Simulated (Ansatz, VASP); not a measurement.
**Two plane-wave programs on SnSe**

```
Sn Se
1.0
     0.00000    3.02815    3.02815
     3.02815    0.00000    3.02815
     3.02815    3.02815    0.00000
Sn Se
1 1
Direct
  0.00000 0.00000 0.00000
  0.50000 0.50000 0.50000
```

Alike in both runs: task single point; functional PBE; k mesh 6 × 6 × 6; occupations fermi-dirac, width 0.02 eV; no spin polarisation.

|  | VASP | Ansatz |
| --- | --- | --- |
| version | VASP 6.6.1 | Ansatz 0.2.0 |
| potentials or method | VASP PAW PBE potentials, release 64 (Sn_d, Se) | plane waves, PAW |
| plane-wave cutoff (eV) | 520 | 420 |
| valence electrons in the cell | 20 | 30 |

|  | VASP | Ansatz | Ansatz less VASP |
| --- | --- | --- | --- |
| pressure (GPa) | -0.3 | -0.3 | +0.01 |

VASP's potentials hold 20 valence electrons a cell and Ansatz's 30, so a difference there can come from the potentials and not from the codes.
